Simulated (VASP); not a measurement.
# ZnSe (zincblende type) (F-43m) in VASP: further runs

The runs below take ZnSe (zincblende type) through density of states, with PBEsol.

Program: VASP 6.6.1. These are calculated values, not measurements. Logs are shortened: lines on timing, memory, paths and dates and some standing lists are left out, and cuts for length are marked.

### Step 1. The cell of the first run

It takes space group F-43m (No. 216, cubic). Conventional cell: a = 4.616 Å, b = 4.616 Å, c = 4.616 Å, α = 90.00°, β = 90.00°, γ = 90.00°. Within 2.6 Å of Zn (site symmetry -43m) lie 4 Se at 2.00 Å. Se (site symmetry -43m) has 4 Zn at 2.00 Å within 2.6 Å.

### Step 2. Density of states, PBEsol (volume scaled by 0.55)

POSCAR

```
ZnSe
1.0
    0.0000000000      2.3078803558      2.3078803558
    2.3078803558      0.0000000000      2.3078803558
    2.3078803558      2.3078803558      0.0000000000
Zn Se
1 1
Direct
    0.0000000000      0.0000000000      0.0000000000
    0.2500000000      0.2500000000      0.2500000000
```

INCAR.step1

```
PREC     = Accurate       # precision mode
ENCUT    = 520            # plane-wave cutoff, eV
EDIFF    = 1E-7           # SCF threshold, eV
ISMEAR   = -1             # smearing method
SIGMA    = 0.08           # smearing width, eV
LREAL    = F              # projectors in reciprocal space
LASPH    = T              # aspherical terms in the spheres
NELM     = 100            # most SCF steps
ALGO     = Normal         # electronic algorithm
ISIF     = 2              # what is computed and relaxed
LWAVE    = F              # write WAVECAR
LCHARG   = T              # write CHGCAR
GGA      = PS             # functional
NBANDS   = 16             # bands
```

KPOINTS.step1

```
Automatic mesh
0
Gamma
  11 11 11
```

INCAR.step2

```
PREC     = Accurate       # precision mode
ENCUT    = 520            # plane-wave cutoff, eV
EDIFF    = 1E-7           # SCF threshold, eV
ISMEAR   = -5             # smearing method
SIGMA    = 0.08           # smearing width, eV
LREAL    = F              # projectors in reciprocal space
LASPH    = T              # aspherical terms in the spheres
NELM     = 100            # most SCF steps
ALGO     = Normal         # electronic algorithm
ISIF     = 2              # what is computed and relaxed
LWAVE    = F              # write WAVECAR
LCHARG   = F              # write CHGCAR
GGA      = PS             # functional
LORBIT   = 10             # projections on sites
NEDOS    = 2001           # points of the DOS
ICHARG   = 11             # starting density
```

KPOINTS.step2

```
Automatic mesh
0
Gamma
  17 17 17
```

Potentials or basis: VASP PAW PBE potentials, release 64 (Zn, Se).

Run with:

```bash
> cat potpaw_PBE.64/Zn/POTCAR potpaw_PBE.64/Se/POTCAR > POTCAR
> cp INCAR.step1 INCAR
> cp KPOINTS.step1 KPOINTS
> mpirun -np 1 vasp_std > vasp.out
> cp INCAR.step2 INCAR
> cp KPOINTS.step2 KPOINTS
> mpirun -np 1 vasp_std > vasp.out
```

OUTCAR:

```text
PREC = Accurate
   ENCUT = 520
   EDIFF = 1E-7
   ISMEAR = -5
   LREAL = F
   LASPH = T
   NELM = 100
   ISIF = 2
   GGA = PS
   LORBIT = 10
   ICHARG = 11

 ion  position               nearest neighbor table
   1  0.000  0.000  0.000-   2 2.00   2 2.00   2 2.00   2 2.00
   2  0.250  0.250  0.250-   1 2.00   1 2.00   1 2.00   1 2.00

  LATTYP: Found a face centered cubic cell.
 ALAT       =     4.6157607116

  Lattice vectors:

 A1 = (   0.0000000000,   2.3078803558,   2.3078803558)
 A2 = (   2.3078803558,   0.0000000000,   2.3078803558)
 A3 = (   2.3078803558,   2.3078803558,   0.0000000000)

Analysis of symmetry for initial positions (statically):
=====================================================================
 Subroutine PRICEL returns:
 Original cell was already a primitive cell.

 Routine SETGRP: Setting up the symmetry group for a
 face centered cubic supercell.

 Subroutine GETGRP returns: Found 24 space group operations
 (whereof 24 operations were pure point group operations)
 out of a pool of 48 trial point group operations.

The static configuration has the point symmetry T_d .

Analysis of symmetry for dynamics (positions and initial velocities):
=====================================================================
 Subroutine PRICEL returns:
 Original cell was already a primitive cell.

 Routine SETGRP: Setting up the symmetry group for a
 face centered cubic supercell.

 Subroutine GETGRP returns: Found 24 space group operations
 (whereof 24 operations were pure point group operations)
 out of a pool of 48 trial point group operations.

The dynamic configuration has the point symmetry T_d .

 Subroutine INISYM returns: Found 24 space group operations
 (whereof 24 operations are pure point group operations),
 and found     1 'primitive' translations

----------------------------------------------------------------------------------------

                                     Primitive cell

  volume of cell :      24.5850

  direct lattice vectors                    reciprocal lattice vectors
     0.000000000  2.307880356  2.307880356    -0.216649012  0.216649012  0.216649012
     2.307880356  0.000000000  2.307880356     0.216649012 -0.216649012  0.216649012
     2.307880356  2.307880356  0.000000000     0.216649012  0.216649012 -0.216649012

  length of vectors
     3.263835700  3.263835700  3.263835700     0.375247097  0.375247097  0.375247097

  position of ions in fractional coordinates (direct lattice)
     0.000000000  0.000000000  0.000000000
     0.250000000  0.250000000  0.250000000

  ion indices of the primitive-cell ions
   primitive index   ion index
                 1           1
                 2           2

----------------------------------------------------------------------------------------

 KPOINTS: Automatic mesh

Automatic generation of k-mesh.
 Grid dimensions read from file:
 generate k-points for:   17   17   17

 Generating k-lattice:

  Cartesian coordinates                     Fractional coordinates (reciprocal lattice)
    -0.012744060  0.012744060  0.012744060     0.058823529  0.000000000  0.000000000
     0.012744060 -0.012744060  0.012744060     0.000000000  0.058823529  0.000000000
     0.012744060  0.012744060 -0.012744060     0.000000000  0.000000000  0.058823529

  Length of vectors
     0.022073359  0.022073359  0.022073359

  Shift w.r.t. Gamma in fractional coordinates (k-lattice)
     0.000000000  0.000000000  0.000000000

 TETIRR: Found    693 inequivalent tetrahedra from    29478

 Subroutine IBZKPT returns following result:
 ===========================================

 Found    165 irreducible k-points:

 Following reciprocal coordinates:
            Coordinates               Weight
  0.000000  0.000000  0.000000      1.000000
  0.058824  0.000000  0.000000      8.000000
  0.117647  0.000000  0.000000      8.000000
  0.176471  0.000000  0.000000      8.000000
  0.235294  0.000000  0.000000      8.000000
  0.294118  0.000000  0.000000      8.000000
[... 16 lines left out ...]
 -0.176471  0.058824  0.000000     24.000000
 -0.117647  0.058824  0.000000     24.000000
 [... further k-points ...]
   k-points           NKPTS =    165   k-points in BZ     NKDIM =    165   number of bands    NBANDS=     13
   number of dos      NEDOS =   2001   number of ions     NIONS =      2
   total plane-waves  NPLWV =  13824
   dimension x,y,z NGX =    24 NGY =   24 NGZ =   24
   dimension x,y,z NGXF=    48 NGYF=   48 NGZF=   48
   ions per type =               1   1
   NGX,Y,Z   is equivalent  to a cutoff of  12.22, 12.22, 12.22 a.u.
   NGXF,Y,Z  is equivalent  to a cutoff of  24.45, 24.45, 24.45 a.u.
 SYSTEM =  unknown system
   PREC   = accura    normal or accurate (medium, high low for compatibility)
   ISTART =      0    job   : 0-new  1-cont  2-samecut
   ICHARG =     11    charge: 1-file 2-atom 10-const
   ISPIN  =      1    spin polarized calculation?
   LNONCOLLINEAR =      F non collinear calculations
   LSORBIT =      F    spin-orbit coupling
   LASPH  =      T    aspherical Exc in radial PAW
   ENCUT  =  520.0 eV  38.22 Ry    6.18 a.u.   6.07  6.07  6.07*2*pi/ulx,y,z
   NELM   =    100;   NELMIN=  2; NELMDL=  0     # of ELM steps
   EDIFF  = 0.1E-06   stopping-criterion for ELM
   LREAL  =      F    real-space projection
   EDIFFG = 0.1E-05   stopping-criterion for IOM
   NSW    =      0    number of steps for IOM
   IBRION =     -1    ionic relax: 0-MD 1-quasi-New 2-CG
   NFREE  =      0    steps in history (QN), initial steepest desc. (CG)
   ISIF   =      2    stress and relaxation
   ISYM   =      2    0-nonsym 1-usesym 2-fastsym
   POTIM  = 0.5000    time-step for ionic-motion
   TEBEG  =    0.0;   TEEND  =   0.0 temperature during run
   PSTRESS=    0.0 pullay stress
   NELECT =      18.0000    total number of electrons
   NUPDOWN=      -1.0000    fix difference up-down
   EMIN   =  10.00;   EMAX   =-10.00  energy-range for DOS
   EFERMI =   0.00;   METHOD = LEGACY
   ISMEAR =    -5;   SIGMA  =   0.08  broadening in eV -4-tet -1-fermi 0-gaus
   EFERMI_NEDOS =   21; number of points for ismear=-14 and -15
   IALGO  =     38    algorithm
   IMIX   =      4    mixing-type and parameters
     AMIX     =   0.40;   BMIX     =  1.00
     AMIX_MAG =   1.60;   BMIX_MAG =  1.00
  volume/ion in A,a.u.               =      12.29        82.95
  Fermi-wavevector in a.u.,A,eV,Ry     =   1.475511  2.788311 29.621679  2.177132
  Thomas-Fermi vector in A             =   2.590151
   LORBIT       =     10    0 simple, 1 ext, 2 COOP (PROOUT), +10 PAW based schemes
   GGA     = PS    functional components
   LHFCALC =     F    Hartree Fock is set to
   AEXX    =    0.0000 exact exchange contribution
   IVDW    =     0    specifies the selected vdW correction
   LEPSILON=     F    determine dielectric tensor
   LRPA    =     F    only Hartree local field effects (RPA)
 non-spin polarized calculation
 Fermi weights with tetrahedron method with Bloechl corrections
  energy-cutoff  :      520.00
  volume of cell :       24.58
 maximum number of plane-waves:       675

 number of electron      18.0000007 magnetization

 Free energy of the ion-electron system (eV)
  ---------------------------------------------------
  ext. energy  EPLUGINS =         0.00000000
  ---------------------------------------------------
  free energy    TOTEN  =        -1.19788549 eV

  energy without entropy =       -1.19788549  energy(sigma->0) =       -1.19788549

 E-fermi :   9.2208     XC(G=0): -12.6200

 val. band max:        9.2210384794   @ k =   0.0000   0.0000   0.0000
 cond. band min:      10.0115933466   @ k =   0.4706   0.4706   0.0000
 fundamental gap:      0.7905548672
 Fermi energy:         9.2207677174

 k-point     1 :       0.0000    0.0000    0.0000
  band No.  band energies     occupation
      1     -10.3911      2.00000
      2      -1.9389      2.00000
      3      -1.9389      2.00000
      4      -1.9389      2.00000
      5      -0.8038      2.00000
      6      -0.8038      2.00000
      7       9.2210      2.00000
      8       9.2210      2.00000
      9       9.2210      2.00000
     10      13.2089      0.00000
     11      13.9842      0.00000
     12      13.9842      0.00000
     13      13.9842      0.00000

 k-point     2 :       0.0588    0.0000    0.0000
  band No.  band energies     occupation
      1     -10.3334      2.00000
      2      -1.9527      2.00000
      3      -1.9274      2.00000
      4      -1.9274      2.00000
      5      -0.8067      2.00000
      6      -0.8067      2.00000
      7       8.5832      2.00000
      8       9.0997      2.00000
      9       9.0997      2.00000
     10      13.3947      0.00000
     11      14.1440      0.00000
     12      14.1440      0.00000
     13      14.2935      0.00000

 k-point     3 :       0.1176    0.0000    0.0000
  band No.  band energies     occupation
      1     -10.1626      2.00000
      2      -1.9908      2.00000
      3      -1.8952      2.00000
      4      -1.8952      2.00000
      5      -0.8135      2.00000
      6      -0.8135      2.00000
      7       7.2251      2.00000
      8       8.7886      2.00000
      9       8.7886      2.00000
     10      13.3688      0.00000
     11      14.5379      0.00000
     12      14.5379      0.00000
     13      15.2832      0.00000
[... 305 lines left out ...]
 k-point    23 :      -0.1765    0.0588    0.0000
  band No.  band energies     occupation
      1      -9.7271      2.00000
      2      -2.0722      2.00000
      3      -1.8263      2.00000
      4      -1.8185      2.00000
      5      -0.8487      2.00000
      6      -0.7929      2.00000
      7       5.1705      2.00000
      8       7.4589      2.00000
      9       8.5444      2.00000
     10      13.4909      0.00000
     11      14.8105      0.00000
     12      15.2685      0.00000
     13      16.5551      0.00000

 k-point    24 :      -0.1176    0.0588    0.0000
  band No.  band energies     occupation
      1     -10.0321      2.00000
      2      -2.0206      2.00000
      3      -1.8749      2.00000
      4      -1.8649      2.00000
      5      -0.8373      2.00000
      6      -0.7981      2.00000
      7       6.6805      2.00000
      8       7.9125      2.00000
      9       8.9088      2.00000
     10      13.6518      0.00000
     11      14.4557      0.00000
     12      14.7383      0.00000
     13      15.8931      0.00000

 [... further k-points ...]

------------------------ aborting loop because EDIFF is reached ----------------------------------------

  FORCE on cell =-STRESS in cart. coord.  units (eV):
  Direction    XX          YY          ZZ          XY          YZ          ZX
  --------------------------------------------------------------------------------------
  -------------------------------------------------------------------------------------
  Total       23.5371298     23.5371298     23.5371298     -0.0000000      0.0000000     -0.0000000
  in kB     1533.8900033   1533.8900033   1533.8900033     -0.0000000      0.0000000     -0.0000000
  external PRESSURE =    1533.8900033 kB  Pullay stress =       0.0000000 kB

 VOLUME and BASIS-vectors are now :
 -----------------------------------------------------------------------------
  energy-cutoff  :      520.00
  volume of cell :       24.58
      direct lattice vectors                 reciprocal lattice vectors
     0.000000000  2.307880356  2.307880356    -0.216649012  0.216649012  0.216649012
     2.307880356  0.000000000  2.307880356     0.216649012 -0.216649012  0.216649012
     2.307880356  2.307880356  0.000000000     0.216649012  0.216649012 -0.216649012

 POSITION                                       TOTAL-FORCE (eV/Angst)
 -----------------------------------------------------------------------------------
      0.00000      0.00000      0.00000        -0.000000     -0.000000     -0.000000
      1.15394      1.15394      1.15394         0.000000      0.000000      0.000000
 -----------------------------------------------------------------------------------
    total drift:                                0.000003      0.000003      0.000002

  FREE ENERGIE OF THE ION-ELECTRON SYSTEM (eV)
  ---------------------------------------------------
  free  energy   TOTEN  =        -1.1978854941 eV

  energy  without entropy=       -1.1978854941  energy(sigma->0) =       -1.19788549

 total charge

# of ion       s       p       d       tot
------------------------------------------
    1        0.805   1.261   9.980  12.046
    2        1.458   2.925   0.176   4.558
--------------------------------------------------
tot          2.263   4.186  10.155  16.605
```

Run time: 16 s. Hardware: 1 thread of Intel Xeon 6975P-C (Granite Rapids), shared host; peak memory 0.18 GiB.

What came out:

```yaml
Valence_electrons_inside_the_program's_atomic_spheres: Zn 12.05; Se 4.56
```

Caveat: the cell differs from its parent crystal (volume scaled by 0.55); the PAW data sets were made with another functional, which shifts forces and pressure a little.

### Step 3. Density of states, PBEsol

This run uses another cell than the first one, of 22.35 Å³/atom, 1.818 times its volume.

POSCAR

```
ZnSe
1.0
    0.0000000000      2.8168197734      2.8168197734
    2.8168197734      0.0000000000      2.8168197734
    2.8168197734      2.8168197734      0.0000000000
Zn Se
1 1
Direct
    0.0000000000      0.0000000000      0.0000000000
    0.2500000000      0.2500000000      0.2500000000
```

INCAR.step1

```
PREC = Accurate
ENCUT = 520
EDIFF = 1E-7
ISMEAR = -1
SIGMA = 0.08
LREAL = False
LASPH = True
NELM = 100
ALGO = Normal
ISIF = 2
LWAVE = False
LCHARG = True
GGA = PS
NBANDS = 16
```

KPOINTS.step1

```
regular mesh
0
Gamma
  11 11 11
```

INCAR.step2

```
PREC = Accurate
ENCUT = 520
EDIFF = 1E-7
ISMEAR = -5
SIGMA = 0.08
LREAL = False
LASPH = True
NELM = 100
ALGO = Normal
ISIF = 2
LWAVE = False
LCHARG = False
GGA = PS
LORBIT = 10
NBANDS = 16
NEDOS = 1001
ICHARG = 11
```

KPOINTS.step2

```
regular mesh
0
Gamma
  17 17 17
```

Potentials or basis: VASP PAW PBE potentials, release 64 (Zn, Se).

Run with:

```bash
> cat potpaw_PBE.64/Zn/POTCAR potpaw_PBE.64/Se/POTCAR > POTCAR
> cp INCAR.step1 INCAR
> cp KPOINTS.step1 KPOINTS
> mpirun -np 1 vasp_std > vasp.out
> cp INCAR.step2 INCAR
> cp KPOINTS.step2 KPOINTS
> mpirun -np 1 vasp_std > vasp.out
```

Run time: 56 s. Hardware: 1 thread of Intel Xeon 6975P-C (Granite Rapids), shared host; peak memory 0.25 GiB.

Results (log left out):

| Item | Value |
| --- | --- |
| Valence electrons inside the program's atomic spheres | Zn 10.79; Se 3.89 |

Levels at points of the mesh, in eV from the valence-band top:
```tsv
k point	band 6	band 7	band 8	band 9	band 10	band 11	band 12	band 13
(0.00, 0.00, 0.00)	-6.23	0.00	0.00	0.00	1.24	5.73	5.73	5.73
```

Caveat: the PAW data sets were made with another functional, which shifts forces and pressure a little.
